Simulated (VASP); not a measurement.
# MoW14 (a cell with a defect) in VASP: notebook

The runs below take MoW14 (a cell with a defect) through single point, with PBEsol.

Everything below comes from runs of VASP 6.6.1. Logs are shortened: lines on timing, memory, paths and dates and some standing lists are left out, and cuts for length are marked.

## 1. The cell of the first run

The cell holds a defect, 15 atoms: a = 6.320 Å, b = 6.320 Å, c = 6.320 Å, α = 90.00°, β = 90.00°, γ = 90.00°.

## 2. Single point, PBEsol

The input, INCAR:

```
SYSTEM = MoW14
  PREC = Accurate
  ENCUT = 520
  EDIFF = 1E-6
  ISMEAR = 0
  SIGMA = 0.1
  LREAL = Auto
  LASPH = .True.
  NELM = 80
  ALGO = Normal
  ISIF = 2
  LWAVE = .False.
  LCHARG = .False.
  GGA = PS
  NBANDS = 118
```

The input, KPOINTS:

```
regular mesh
0
Gamma
  3 3 3
  0 0 0
```

The input, POSCAR:

```
MoW14
1.0
    6.3200000000      0.0000000000      0.0000000000
    0.0000000000      6.3200000000      0.0000000000
    0.0000000000      0.0000000000      6.3200000000
Mo W
1 14
Direct
   -0.2480525316      0.2480525316     -0.2480525316
    0.5000838608      0.0002435127     -0.0002435127
   -0.0002435127      0.4999161392     -0.0002435127
   -0.0002435127      0.0002435127      0.5000838608
    0.2479012658      0.2480344937      0.2479012658
    0.5001879747      0.4998120253      0.0000077532
    0.5001879747     -0.0000077532      0.5001879747
    0.7517357595      0.2482642405      0.2483360759
    0.0000077532      0.4998120253      0.5001879747
    0.2482110759      0.7517889241      0.2482110759
    0.2483360759      0.2482642405      0.7517357595
    0.5002854430      0.4997145570      0.5002854430
    0.7519655063      0.7520987342      0.2479012658
    0.2479012658      0.7520987342      0.7519655063
    0.7517357595      0.7516639241      0.7517357595
```

Potentials or basis: VASP PAW PBE potentials, release 64 (Mo_sv, W_sv).

Started as:

```
$ cat potpaw_PBE.64/Mo_sv/POTCAR potpaw_PBE.64/W_sv/POTCAR > POTCAR
$ mpirun -np 1 vasp_std > vasp.out
```

OUTCAR:

```text
SYSTEM = MoW14
   PREC = Accurate
   ENCUT = 520
   EDIFF = 1E-6
   ISMEAR = 0
   LREAL = Auto
   LASPH = .True.
   NELM = 80
   ISIF = 2
   GGA = PS

 ion  position               nearest neighbor table
   1  0.752  0.248  0.752-   2 2.73   3 2.73   4 2.73   6 2.74   7 2.74   9 2.74  12 2.75  11 3.14
                             8 3.14  15 3.14  15 3.18   8 3.18  11 3.18
   2  0.500  0.000  1.000-   1 2.73  11 2.73   5 2.73  14 2.73  13 2.73  15 2.73   8 2.73  10 2.73
                             6 3.16   7 3.16   7 3.16   6 3.16
   3  1.000  0.500  1.000-   1 2.73  15 2.73  14 2.73  13 2.73   5 2.73  11 2.73   8 2.73  10 2.73
                             9 3.16   6 3.16   6 3.16   9 3.16
   4  1.000  0.000  0.500-   1 2.73   8 2.73   5 2.73  13 2.73  14 2.73  11 2.73  15 2.73  10 2.73
                             9 3.16   7 3.16   7 3.16   9 3.16
   5  0.248  0.248  0.248-   2 2.73   4 2.73   3 2.73   6 2.74   9 2.74   7 2.75  12 2.76   8 3.14
                            11 3.14  10 3.14  10 3.18   8 3.18  11 3.18
   6  0.500  0.500  0.000-   8 2.74   1 2.74  11 2.74  15 2.74  13 2.74   5 2.74  10 2.74  14 2.75
                             3 3.16   2 3.16  12 3.16  12 3.16   2 3.16   3 3.16
   7  0.500  1.000  0.500-  15 2.74   1 2.74  11 2.74   8 2.74  14 2.74  13 2.74  10 2.74   5 2.75
                             4 3.16   2 3.16  12 3.16  12 3.16   2 3.16   4 3.16
   8  0.752  0.248  0.248-   4 2.73   3 2.73   2 2.73   6 2.74   7 2.74   9 2.74  12 2.75   5 3.14
                            13 3.14   1 3.14   1 3.18  13 3.18   5 3.18
   9  0.000  0.500  0.500-  11 2.74   1 2.74   8 2.74  15 2.74  14 2.74   5 2.74  10 2.74  13 2.75
                             4 3.16   3 3.16  12 3.16  12 3.16   4 3.16   3 3.16
  10  0.248  0.752  0.248-   2 2.73   3 2.73   4 2.73   6 2.74   7 2.74   9 2.74  12 2.76   5 3.14
                            13 3.14  14 3.14  13 3.18  14 3.18   5 3.18
  11  0.248  0.248  0.752-   2 2.73   3 2.73   4 2.73   9 2.74   7 2.74   6 2.74  12 2.75  14 3.14
                             5 3.14   1 3.14   1 3.18  14 3.18   5 3.18
  12  0.500  0.500  0.500-   8 2.75  11 2.75  15 2.75   1 2.75  10 2.76  13 2.76  14 2.76   5 2.76
                             9 3.16   7 3.16   6 3.16   7 3.16   6 3.16   9 3.16
  13  0.752  0.752  0.248-   3 2.73   4 2.73   2 2.73   6 2.74   7 2.74   9 2.75  12 2.76   8 3.14
                            15 3.14  10 3.14  10 3.18   8 3.18  15 3.18
  14  0.248  0.752  0.752-   2 2.73   3 2.73   4 2.73   7 2.74   9 2.74   6 2.75  12 2.76  11 3.14
                            15 3.14  10 3.14  10 3.18  15 3.18  11 3.18
  15  0.752  0.752  0.752-   3 2.73   2 2.73   4 2.73   7 2.74   6 2.74   9 2.74  12 2.75  14 3.14
                            13 3.14   1 3.14   1 3.18  13 3.18  14 3.18

  LATTYP: Found a simple cubic cell.
 ALAT       =     6.3200000000

  Lattice vectors:

 A1 = (   6.3200000000,   0.0000000000,   0.0000000000)
 A2 = (   0.0000000000,   6.3200000000,   0.0000000000)
 A3 = (   0.0000000000,   0.0000000000,   6.3200000000)

Analysis of symmetry for initial positions (statically):
=====================================================================
 Subroutine PRICEL returns:
 Original cell was already a primitive cell.

 Routine SETGRP: Setting up the symmetry group for a
 simple cubic supercell.

 Subroutine GETGRP returns: Found  6 space group operations
 (whereof  6 operations were pure point group operations)
 out of a pool of 48 trial point group operations.

The static configuration has the point symmetry C_3v.

Analysis of symmetry for dynamics (positions and initial velocities):
=====================================================================
 Subroutine PRICEL returns:
 Original cell was already a primitive cell.

 Routine SETGRP: Setting up the symmetry group for a
 simple cubic supercell.

 Subroutine GETGRP returns: Found  6 space group operations
 (whereof  6 operations were pure point group operations)
 out of a pool of 48 trial point group operations.

The dynamic configuration has the point symmetry C_3v.

 Subroutine INISYM returns: Found  6 space group operations
 (whereof  6 operations are pure point group operations),
 and found     1 'primitive' translations

----------------------------------------------------------------------------------------

                                     Primitive cell

  volume of cell :     252.4360

  direct lattice vectors                    reciprocal lattice vectors
     6.320000000  0.000000000  0.000000000     0.158227848  0.000000000  0.000000000
     0.000000000  6.320000000  0.000000000     0.000000000  0.158227848  0.000000000
     0.000000000  0.000000000  6.320000000     0.000000000  0.000000000  0.158227848

  length of vectors
[... 61 lines left out ...]
 Found      6 irreducible k-points:

 Following reciprocal coordinates:
            Coordinates               Weight
  0.000000  0.000000  0.000000      1.000000
  0.333333  0.000000  0.000000      6.000000
  0.333333  0.333333  0.000000      6.000000
  0.333333  0.000000  0.333333      6.000000
  0.333333  0.333333  0.333333      6.000000
  0.333333 -0.333333  0.333333      2.000000
   k-points           NKPTS =      6   k-points in BZ     NKDIM =      6   number of bands    NBANDS=    118
   number of dos      NEDOS =    301   number of ions     NIONS =     15
   total plane-waves  NPLWV = 110592
   dimension x,y,z NGX =    48 NGY =   48 NGZ =   48
   dimension x,y,z NGXF=    96 NGYF=   96 NGZF=   96
   ions per type =               1  14
   NGX,Y,Z   is equivalent  to a cutoff of  12.63, 12.63, 12.63 a.u.
   NGXF,Y,Z  is equivalent  to a cutoff of  25.25, 25.25, 25.25 a.u.
 SYSTEM =  MoW14
   PREC   = accura    normal or accurate (medium, high low for compatibility)
   ISTART =      0    job   : 0-new  1-cont  2-samecut
   ICHARG =      2    charge: 1-file 2-atom 10-const
   ISPIN  =      1    spin polarized calculation?
   LNONCOLLINEAR =      F non collinear calculations
   LSORBIT =      F    spin-orbit coupling
   LASPH  =      T    aspherical Exc in radial PAW
   ENCUT  =  520.0 eV  38.22 Ry    6.18 a.u.  11.75 11.75 11.75*2*pi/ulx,y,z
   NELM   =     80;   NELMIN=  2; NELMDL= -5     # of ELM steps
   EDIFF  = 0.1E-05   stopping-criterion for ELM
   LREAL  =      T    real-space projection
   EDIFFG = 0.1E-04   stopping-criterion for IOM
   NSW    =      0    number of steps for IOM
   IBRION =     -1    ionic relax: 0-MD 1-quasi-New 2-CG
   NFREE  =      0    steps in history (QN), initial steepest desc. (CG)
   ISIF   =      2    stress and relaxation
   ISYM   =      2    0-nonsym 1-usesym 2-fastsym
   POTIM  = 0.5000    time-step for ionic-motion
   TEBEG  =    0.0;   TEEND  =   0.0 temperature during run
   PSTRESS=    0.0 pullay stress
   NELECT =     210.0000    total number of electrons
   NUPDOWN=      -1.0000    fix difference up-down
   EMIN   =  10.00;   EMAX   =-10.00  energy-range for DOS
   EFERMI =   0.00;   METHOD = LEGACY
   ISMEAR =     0;   SIGMA  =   0.10  broadening in eV -4-tet -1-fermi 0-gaus
   EFERMI_NEDOS =   21; number of points for ismear=-14 and -15
   IALGO  =     38    algorithm
   IMIX   =      4    mixing-type and parameters
     AMIX     =   0.40;   BMIX     =  1.00
     AMIX_MAG =   1.60;   BMIX_MAG =  1.00
  volume/ion in A,a.u.               =      16.83       113.57
  Fermi-wavevector in a.u.,A,eV,Ry     =   1.539681  2.909576 32.254225  2.370619
  Thomas-Fermi vector in A             =   2.645875
   LORBIT       =      0    0 simple, 1 ext, 2 COOP (PROOUT), +10 PAW based schemes
   GGA     = PS    functional components
   LHFCALC =     F    Hartree Fock is set to
   AEXX    =    0.0000 exact exchange contribution
   IVDW    =     0    specifies the selected vdW correction
   LEPSILON=     F    determine dielectric tensor
   LRPA    =     F    only Hartree local field effects (RPA)
 non-spin polarized calculation
 Gauss-broadening in eV      SIGMA  =   0.10
  energy-cutoff  :      520.00
  volume of cell :      252.44
 maximum number of plane-waves:      6859
 NGX is ok and might be reduce to    48
   NGX = 23   NGY = 23   NGZ = 23

 number of electron     210.0000003 magnetization

 Free energy of the ion-electron system (eV)
  ---------------------------------------------------
  ext. energy  EPLUGINS =         0.00000000
  ---------------------------------------------------
  free energy    TOTEN  =      -201.27884649 eV

  energy without entropy =     -201.20295655  energy(sigma->0) =     -201.24090152

 E-fermi :  10.1124     XC(G=0): -13.3219

 val. band max:       10.0760595058   @ k =   0.0000   0.0000   0.0000
 cond. band min:      10.1183390229   @ k =   0.3333   0.3333   0.0000
 fundamental gap:      0.0422795171
 Fermi energy:        10.1123634146

 k-point     1 :       0.0000    0.0000    0.0000
  band No.  band energies     occupation
      1     -63.7142      2.00000
      2     -63.6516      2.00000
      3     -63.6516      2.00000
      4     -63.6354      2.00000
      5     -63.6230      2.00000
      6     -63.6152      2.00000
[... 709 lines left out ...]
    116      12.3976      0.00000
    117      12.3995      0.00000
 [bands above 117 left out]

------------------------ aborting loop because EDIFF is reached ----------------------------------------

  FORCE on cell =-STRESS in cart. coord.  units (eV):
  Direction    XX          YY          ZZ          XY          YZ          ZX
  --------------------------------------------------------------------------------------
  -------------------------------------------------------------------------------------
  Total      -12.9563712    -12.9563712    -12.9563712     -0.0669893     -0.0669893      0.0669893
  in kB      -82.2323552    -82.2323552    -82.2323552     -0.4251723     -0.4251723      0.4251723
  external PRESSURE =     -82.2323552 kB  Pullay stress =       0.0000000 kB

 VOLUME and BASIS-vectors are now :
 -----------------------------------------------------------------------------
  energy-cutoff  :      520.00
  volume of cell :      252.44
      direct lattice vectors                 reciprocal lattice vectors
     6.320000000  0.000000000  0.000000000     0.158227848  0.000000000  0.000000000
     0.000000000  6.320000000  0.000000000     0.000000000  0.158227848  0.000000000
     0.000000000  0.000000000  6.320000000     0.000000000  0.000000000  0.158227848

 POSITION                                       TOTAL-FORCE (eV/Angst)
 -----------------------------------------------------------------------------------
      4.75231      1.56769      4.75231         0.011739     -0.011739      0.011739
      3.16053      0.00154      6.31846         0.000130      0.003695     -0.003695
      6.31846      3.15947      6.31846        -0.003695     -0.000130     -0.003695
      6.31846      0.00154      3.16053        -0.003695      0.003695      0.000130
      1.56674      1.56758      1.56674        -0.018786     -0.015757     -0.018786
      3.16119      3.15881      0.00005         0.002037     -0.002037      0.000562
      3.16119      6.31995      3.16119         0.002037     -0.000562      0.002037
      4.75097      1.56903      1.56948        -0.000052      0.000052      0.001119
      0.00005      3.15881      3.16119         0.000562     -0.002037      0.002037
      1.56869      4.75131      1.56869        -0.003792      0.003792     -0.003792
      1.56948      1.56903      4.75097         0.001119      0.000052     -0.000052
      3.16180      3.15820      3.16180         0.015476     -0.015476      0.015476
      4.75242      4.75326      1.56674         0.015757      0.018786     -0.018786
      1.56674      4.75326      4.75242        -0.018786      0.018786      0.015757
      4.75097      4.75052      4.75097        -0.000052     -0.001119     -0.000052
 -----------------------------------------------------------------------------------
    total drift:                               -0.002357      0.002357     -0.002357

  FREE ENERGIE OF THE ION-ELECTRON SYSTEM (eV)
  ---------------------------------------------------
  free  energy   TOTEN  =      -201.2788464889 eV

  energy  without entropy=     -201.2029565499  energy(sigma->0) =     -201.24090152
```

Run time: 7.5 min. Hardware: 1 thread of Intel Xeon 6975P-C, shared host; peak memory 0.39 GiB.

What came out:

```
Free energy            : -201.2788 eV
Pressure               : -8.2 GPa
Largest force          : 0.031 eV/Å
Band gap on the k mesh : zero (filled and empty bands touch)
```

Forces on the atoms (eV/Å):
```
Mo   0.012 -0.012  0.012
W    0.000  0.004 -0.004
W   -0.004  0.000 -0.004
W   -0.004  0.004  0.000
W   -0.019 -0.016 -0.019
W    0.002 -0.002  0.001
W    0.002 -0.001  0.002
W    0.000  0.000  0.001
W    0.001 -0.002  0.002
W   -0.004  0.004 -0.004
W    0.001  0.000  0.000
W    0.015 -0.015  0.015
W    0.016  0.019 -0.019
W   -0.019  0.019  0.016
W    0.000 -0.001  0.000
```

Levels at points of the mesh, in eV from the Fermi level:
```csv
k point,band 102,band 103,band 104,band 105,band 106,band 107,band 108,band 109
"(0.00, 0.00, 0.00)",-0.11,-0.10,-0.04,-0.04,1.07,1.07,1.09,1.17
```

Caveat: the PAW data sets were made with another functional, which shifts forces and pressure a little; spin-orbit coupling is left out, which moves the levels of the heavy elements.

## 3. Single point, PBEsol

The input, INCAR:

```
PREC     = Accurate       # precision mode
ENCUT    = 520            # plane-wave cutoff, eV
EDIFF    = 1E-7           # SCF threshold, eV
ISMEAR   = 0              # smearing method
SIGMA    = 0.1            # smearing width, eV
LREAL    = Auto         
LASPH    = True           # aspherical terms in the spheres
NELM     = 80             # most SCF steps
ALGO     = Normal         # electronic algorithm
ISIF     = 2              # what is computed and relaxed
LWAVE    = False          # write WAVECAR
LCHARG   = False          # write CHGCAR
GGA      = PS             # functional
NBANDS   = 118            # bands
```

The input, KPOINTS:

```
Automatic mesh
0
Gamma
  3 3 3
```

The input, POSCAR:

```
MoW14
1.0
    6.3200000000      0.0000000000      0.0000000000
    0.0000000000      6.3200000000      0.0000000000
    0.0000000000      0.0000000000      6.3200000000
Mo W
1 14
Direct
   -0.0315637658      0.0310522152     -0.0319147152
    0.4960294304     -0.0032906646      0.0024281646
    0.0027781646      0.5034575949      0.0024275316
    0.0027780063     -0.0032897152      0.4956805380
    0.2486585443      0.2497132911      0.2483091772
    0.5029235759      0.4965642405     -0.0010966772
    0.5029237342      0.0002348101      0.5025732595
    0.7466594937      0.2528281646      0.2534525316
   -0.0007479430      0.4965640823      0.5025737342
    0.2478863924      0.7516006329      0.2475373418
    0.2538031646      0.2528291139      0.7463087025
    0.5043338608      0.4951550633      0.5039821203
    0.7497754747      0.7508295886      0.2483083861
    0.2486591772      0.7508283228      0.7494238924
    0.7466590190      0.7456851266      0.7463094937
```

Potentials or basis: VASP PAW PBE potentials, release 64 (Mo_sv, W_sv).

Started as:

```
$ cat potpaw_PBE.64/Mo_sv/POTCAR potpaw_PBE.64/W_sv/POTCAR > POTCAR
$ mpirun -np 1 vasp_std > vasp.out
```

Run time: 7.4 min. Hardware: 1 thread of Intel Xeon 6975P-C, shared host; peak memory 0.39 GiB.

It converged, with:

```yaml
Free_energy: -200.9720 eV
Pressure: -8.2 GPa
Largest_force: 1.592 eV/Å
Band_gap_on_the_k_mesh: zero (band 105 reaches 10.26 eV, above the bottom of band 106 at 10.11 eV)
```

Forces on the atoms (eV/Å):
```
Mo   0.919 -0.919  0.919
W   -0.044  0.090 -0.090
W   -0.090  0.044 -0.090
W   -0.090  0.090 -0.044
W   -0.070  0.057 -0.070
W   -0.071  0.071 -0.114
W   -0.071  0.114 -0.071
W    0.007 -0.007 -0.191
W   -0.114  0.071 -0.071
W   -0.034  0.034 -0.034
W   -0.191 -0.007  0.007
W   -0.030  0.030 -0.030
W   -0.057  0.070 -0.070
W   -0.070  0.070 -0.057
W    0.007  0.191  0.007
```

Stress tensor (GPa, compression positive):
```
-8.20  1.01 -1.01
 1.01 -8.20  1.01
-1.01  1.01 -8.20
```

Levels at points of the mesh, in eV from the Fermi level:
| k point | band 101 | band 102 | band 103 | band 104 | band 105 | band 106 | band 107 | band 108 | band 109 | band 110 |
| --- | --- | --- | --- | --- | --- | --- | --- | --- | --- | --- |
| (0.00, 0.00, 0.00) | -0.10 | -0.10 | -0.05 | -0.05 | -0.05 | 0.88 | 0.88 | 1.12 | 1.18 | 1.18 |

Caveat: the PAW data sets were made with another functional, which shifts forces and pressure a little; spin-orbit coupling is left out, which moves the levels of the heavy elements.

[end of part 1 of 2]
